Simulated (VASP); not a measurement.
# AlCu (P4mm) in VASP: single point with r2SCAN

Aim: the single point of AlCu with r2SCAN.

Program: VASP 6.6.1. These are calculated values, not measurements. Logs are shortened: lines on timing, memory, paths and dates and some standing lists are left out, and cuts for length are marked.

## (1) The cell of the first run

It takes space group P4mm (No. 99, tetragonal). Conventional cell: a = 2.998 Å, b = 2.998 Å, c = 2.998 Å, α = 90.00°, β = 90.00°, γ = 90.00°. Al (site symmetry 4mm) has 8 Cu at 2.53 to 2.67 Å and 6 Al at 3.00 Å within 3.3 Å. Cu (site symmetry 4mm) has 8 Al at 2.53 to 2.67 Å and 6 Cu at 3.00 Å within 3.3 Å.

## (2) Single point, r2SCAN (all Cu atoms moved +0.125 Å, as atom 2 along Cartesian [0 0 1])

POSCAR reads:

```
AlCu
1.0
    2.9975090000      0.0000000000      0.0000000000
    0.0000000000      2.9975090000      0.0000000000
    0.0000000000      0.0000000000      2.9975090000
Al Cu
1 1
Direct
    0.0000000000      0.0000000000      0.0000000000
    0.5000000000      0.5000000000      0.5417012926
```

INCAR.step1 reads:

```
ALGO = Normal ; EDIFF = 1E-4
ENCUT = 520 ; GGA = PE
ISMEAR = 0 ; LASPH = T
LCHARG = F ; LREAL = F
LWAVE = T ; NBANDS = 14
NELM = 60 ; PREC = Accurate
SIGMA = 0.15
```

INCAR.step2 reads:

```
ALGO = Normal ; EDIFF = 1E-6
ENCUT = 520 ; ISIF = 2
ISMEAR = 0 ; ISTART = 1
LASPH = T ; LCHARG = T
LELF = T ; LMIXTAU = T
LREAL = F ; LVHAR = T
LWAVE = F ; METAGGA = R2SCAN
NBANDS = 14 ; NELM = 60
PREC = Accurate ; SIGMA = 0.15
```

KPOINTS reads:

```
k-points
0
Gamma
  16 16 16
```

Potentials or basis: VASP PAW PBE potentials, release 64 (Al, Cu).

Launch:

```console
cat potpaw_PBE.64/Al/POTCAR potpaw_PBE.64/Cu/POTCAR > POTCAR
cp INCAR.step1 INCAR
mpirun -np 1 vasp_std > vasp.out
cp INCAR.step2 INCAR
mpirun -np 1 vasp_std > vasp.out
```

OUTCAR:

```text
EDIFF = 1E-6
   ENCUT = 520
   ISIF = 2
   ISMEAR = 0
   ISTART = 1
   LASPH = T
   LREAL = F
   METAGGA = R2SCAN
   NELM = 60
   PREC = Accurate

 ion  position               nearest neighbor table
   1  0.000  0.000  0.000-   2 2.53   2 2.53   2 2.53   2 2.53   2 2.67   2 2.67   2 2.67   2 2.67

   2  0.500  0.500  0.542-   1 2.53   1 2.53   1 2.53   1 2.53   1 2.67   1 2.67   1 2.67   1 2.67

  LATTYP: Found a simple cubic cell.
 ALAT       =     2.9975090000

  Lattice vectors:

 A1 = (   2.9975090000,   0.0000000000,   0.0000000000)
 A2 = (   0.0000000000,   2.9975090000,   0.0000000000)
 A3 = (   0.0000000000,   0.0000000000,   2.9975090000)

Analysis of symmetry for initial positions (statically):
=====================================================================
 Subroutine PRICEL returns:
 Original cell was already a primitive cell.

 Routine SETGRP: Setting up the symmetry group for a
 simple cubic supercell.

 Subroutine GETGRP returns: Found  8 space group operations
 (whereof  8 operations were pure point group operations)
 out of a pool of 48 trial point group operations.

The static configuration has the point symmetry C_4v.

Analysis of symmetry for dynamics (positions and initial velocities):
=====================================================================
 Subroutine PRICEL returns:
 Original cell was already a primitive cell.

 Routine SETGRP: Setting up the symmetry group for a
 simple cubic supercell.

 Subroutine GETGRP returns: Found  8 space group operations
 (whereof  8 operations were pure point group operations)
 out of a pool of 48 trial point group operations.

The dynamic configuration has the point symmetry C_4v.

 Subroutine INISYM returns: Found  8 space group operations
 (whereof  8 operations are pure point group operations),
 and found     1 'primitive' translations

----------------------------------------------------------------------------------------

                                     Primitive cell

  volume of cell :      26.9328

  direct lattice vectors                    reciprocal lattice vectors
     2.997509000  0.000000000  0.000000000     0.333610341  0.000000000  0.000000000
     0.000000000  2.997509000  0.000000000     0.000000000  0.333610341  0.000000000
     0.000000000  0.000000000  2.997509000     0.000000000  0.000000000  0.333610341

  length of vectors
     2.997509000  2.997509000  2.997509000     0.333610341  0.333610341  0.333610341

  position of ions in fractional coordinates (direct lattice)
     0.000000000  0.000000000  0.000000000
     0.500000000  0.500000000  0.541701293

  ion indices of the primitive-cell ions
   primitive index   ion index
                 1           1
                 2           2

----------------------------------------------------------------------------------------

 KPOINTS: k-points

Automatic generation of k-mesh.
 Grid dimensions read from file:
 generate k-points for:   16   16   16

 Generating k-lattice:

  Cartesian coordinates                     Fractional coordinates (reciprocal lattice)
     0.020850646  0.000000000  0.000000000     0.062500000  0.000000000  0.000000000
     0.000000000  0.020850646  0.000000000     0.000000000  0.062500000  0.000000000
     0.000000000  0.000000000  0.020850646     0.000000000  0.000000000  0.062500000

  Length of vectors
     0.020850646  0.020850646  0.020850646

  Shift w.r.t. Gamma in fractional coordinates (k-lattice)
     0.000000000  0.000000000  0.000000000

 Subroutine IBZKPT returns following result:
 ===========================================

 Found    405 irreducible k-points:

 Following reciprocal coordinates:
            Coordinates               Weight
  0.000000  0.000000  0.000000      1.000000
  0.062500  0.000000  0.000000      4.000000
  0.000000  0.000000  0.062500      2.000000
  0.125000  0.000000  0.000000      4.000000
  0.000000  0.000000  0.125000      2.000000
  0.187500  0.000000  0.000000      4.000000
[... 16 lines left out ...]
  0.187500  0.062500  0.000000      8.000000
  0.000000  0.187500  0.062500      8.000000
 [... further k-points ...]
   k-points           NKPTS =    405   k-points in BZ     NKDIM =    405   number of bands    NBANDS=     14
   number of dos      NEDOS =    301   number of ions     NIONS =      2
   total plane-waves  NPLWV =  13824
   dimension x,y,z NGX =    24 NGY =   24 NGZ =   24
   dimension x,y,z NGXF=    48 NGYF=   48 NGZF=   48
   ions per type =               1   1
   NGX,Y,Z   is equivalent  to a cutoff of  13.31, 13.31, 13.31 a.u.
   NGXF,Y,Z  is equivalent  to a cutoff of  26.62, 26.62, 26.62 a.u.
 SYSTEM =  unknown system
   PREC   = accura    normal or accurate (medium, high low for compatibility)
   ISTART =      1    job   : 0-new  1-cont  2-samecut
   ICHARG =      0    charge: 1-file 2-atom 10-const
   ISPIN  =      1    spin polarized calculation?
   LNONCOLLINEAR =      F non collinear calculations
   LSORBIT =      F    spin-orbit coupling
   LASPH  =      T    aspherical Exc in radial PAW
   ENCUT  =  520.0 eV  38.22 Ry    6.18 a.u.   5.57  5.57  5.57*2*pi/ulx,y,z
   NELM   =     60;   NELMIN=  2; NELMDL=  0     # of ELM steps
   EDIFF  = 0.1E-05   stopping-criterion for ELM
   LREAL  =      F    real-space projection
   EDIFFG = 0.1E-04   stopping-criterion for IOM
   NSW    =      0    number of steps for IOM
   IBRION =     -1    ionic relax: 0-MD 1-quasi-New 2-CG
   NFREE  =      0    steps in history (QN), initial steepest desc. (CG)
   ISIF   =      2    stress and relaxation
   ISYM   =      2    0-nonsym 1-usesym 2-fastsym
   POTIM  = 0.5000    time-step for ionic-motion
   TEBEG  =    0.0;   TEEND  =   0.0 temperature during run
   PSTRESS=    0.0 pullay stress
   NELECT =      14.0000    total number of electrons
   NUPDOWN=      -1.0000    fix difference up-down
   EMIN   =  10.00;   EMAX   =-10.00  energy-range for DOS
   EFERMI =   0.00;   METHOD = LEGACY
   ISMEAR =     0;   SIGMA  =   0.15  broadening in eV -4-tet -1-fermi 0-gaus
   EFERMI_NEDOS =   21; number of points for ismear=-14 and -15
   IALGO  =     38    algorithm
   IMIX   =      4    mixing-type and parameters
     AMIX     =   0.40;   BMIX     =  1.00
     AMIX_MAG =   1.60;   BMIX_MAG =  1.00
  volume/ion in A,a.u.               =      13.47        90.88
  Fermi-wavevector in a.u.,A,eV,Ry     =   1.316306  2.487459 23.574307  1.732663
  Thomas-Fermi vector in A             =   2.446428
   LORBIT       =      0    0 simple, 1 ext, 2 COOP (PROOUT), +10 PAW based schemes
   METAGGA = R2SCAN    functional components
   LHFCALC =     F    Hartree Fock is set to
   AEXX    =    0.0000 exact exchange contribution
   IVDW    =     0    specifies the selected vdW correction
   LEPSILON=     F    determine dielectric tensor
   LRPA    =     F    only Hartree local field effects (RPA)
 non-spin polarized calculation
 Gauss-broadening in eV      SIGMA  =   0.15
  energy-cutoff  :      520.00
  volume of cell :       26.93
 maximum number of plane-waves:       743
 NGX is ok and might be reduce to    24
   NGX = 11   NGY = 11   NGZ = 11

 number of electron      14.0000020 magnetization

 Free energy of the ion-electron system (eV)
  ---------------------------------------------------
  ext. energy  EPLUGINS =         0.00000000
  ---------------------------------------------------
  free energy    TOTEN  =       -17.85780709 eV

  energy without entropy =      -17.85146657  energy(sigma->0) =      -17.85463683

 E-fermi :   9.0580     XC(G=0): -12.4222

 val. band max:        9.0410707675   @ k =   0.4375   0.4375   0.2500
 cond. band min:       9.0683083194   @ k =   0.3750   0.3750   0.1875
 fundamental gap:      0.0272375519
 Fermi energy:         9.0580128752

 k-point     1 :       0.0000    0.0000    0.0000
  band No.  band energies     occupation
      1      -3.1010      2.00000
      2       3.8781      2.00000
      3       3.8892      2.00000
      4       4.9688      2.00000
      5       4.9788      2.00000
      6       4.9788      2.00000
      7      13.1196      0.00000
      8      13.1196      0.00000
      9      13.1436      0.00000
     10      15.4895      0.00000
     11      15.4901      0.00000
     12      20.0448      0.00000
     13      28.2931      0.00000
     14      28.3335      0.00000

 k-point     2 :       0.0625    0.0000    0.0000
  band No.  band energies     occupation
      1      -3.0312      2.00000
      2       3.8818      2.00000
      3       3.8985      2.00000
      4       4.9491      2.00000
      5       4.9600      2.00000
      6       4.9813      2.00000
      7      12.2093      0.00000
      8      13.2037      0.00000
      9      13.2403      0.00000
     10      15.5160      0.00000
     11      16.2749      0.00000
     12      20.3230      0.00000
     13      27.4516      0.00000
     14      27.4754      0.00000

 k-point     3 :       0.0000    0.0000    0.0625
  band No.  band energies     occupation
      1      -3.0313      2.00000
      2       3.8885      2.00000
      3       3.8917      2.00000
      4       4.9599      2.00000
      5       4.9599      2.00000
      6       4.9708      2.00000
      7      12.2332      0.00000
      8      13.2032      0.00000
      9      13.2032      0.00000
     10      15.5167      0.00000
     11      16.2940      0.00000
     12      20.3164      0.00000
     13      27.4340      0.00000
     14      27.4340      0.00000
[... 324 lines left out ...]
 k-point    23 :       0.1875    0.0625    0.0000
  band No.  band energies     occupation
      1      -2.4082      2.00000
      2       3.8710      2.00000
      3       3.9770      2.00000
      4       4.7933      2.00000
      5       4.8334      2.00000
      6       4.9783      2.00000
      7       9.2494      0.07113
      8      12.9170      0.00000
      9      13.9907      0.00000
     10      16.2924      0.00000
     11      18.6298      0.00000
     12      22.8438      0.00000
     13      23.4438      0.00000
     14      24.5101      0.00000

 k-point    24 :       0.0000    0.1875    0.0625
  band No.  band energies     occupation
      1      -2.4083      2.00000
      2       3.8705      2.00000
      3       3.9774      2.00000
      4       4.8071      2.00000
      5       4.8198      2.00000
      6       4.9783      2.00000
      7       9.2484      0.07267
      8      12.9500      0.00000
      9      13.9370      0.00000
     10      16.3239      0.00000
     11      18.6193      0.00000
     12      22.7740      0.00000
     13      23.5905      0.00000
     14      24.4301      0.00000

 [... further k-points ...]

------------------------ aborting loop because EDIFF is reached ----------------------------------------

  FORCE on cell =-STRESS in cart. coord.  units (eV):
  Direction    XX          YY          ZZ          XY          YZ          ZX
  --------------------------------------------------------------------------------------
  -------------------------------------------------------------------------------------
  Total       -0.6702986     -0.6702986     -0.7579054      0.0000000      0.0000000      0.0000000
  in kB      -39.8746959    -39.8746959    -45.0862485      0.0000000      0.0000000      0.0000000
  external PRESSURE =     -41.6118801 kB  Pullay stress =       0.0000000 kB

 VOLUME and BASIS-vectors are now :
 -----------------------------------------------------------------------------
  energy-cutoff  :      520.00
  volume of cell :       26.93
      direct lattice vectors                 reciprocal lattice vectors
     2.997509000  0.000000000  0.000000000     0.333610341  0.000000000  0.000000000
     0.000000000  2.997509000  0.000000000     0.000000000  0.333610341  0.000000000
     0.000000000  0.000000000  2.997509000     0.000000000  0.000000000  0.333610341

 POSITION                                       TOTAL-FORCE (eV/Angst)
 -----------------------------------------------------------------------------------
      0.00000      0.00000      0.00000         0.000000     -0.000000      0.498578
      1.49875      1.49875      1.62375        -0.000000      0.000000     -0.498578
 -----------------------------------------------------------------------------------
    total drift:                                0.000000     -0.000000      0.001368

  FREE ENERGIE OF THE ION-ELECTRON SYSTEM (eV)
  ---------------------------------------------------
  free  energy   TOTEN  =       -17.8578070924 eV

  energy  without entropy=      -17.8514665668  energy(sigma->0) =      -17.85463683
```

Wall time 3.7 min (1 thread of AMD EPYC 9R45 (Zen 5), shared host); peak memory 0.24 GiB.

Results:

| Quantity | Value |
| --- | --- |
| Free energy | -17.8578 eV |
| Pressure | -4.2 GPa |
| Largest force | 0.499 eV/Å |
| Band gap on the k mesh | zero (bands 7 and 8 overlap by 4.96 eV) |

Forces in eV/Å, atoms in the order of the input:
```
Al   0.000  0.000  0.499
Cu   0.000  0.000 -0.499
```

Caveat: the cell differs from its parent crystal (all Cu atoms moved +0.125 Å, as atom 2 along Cartesian [0 0 1]); the cell stands under tension; the PAW data sets were made with another functional, which shifts forces and pressure a little.

The gap in the log of VASP goes by the Fermi energy; the results here count the filled bands.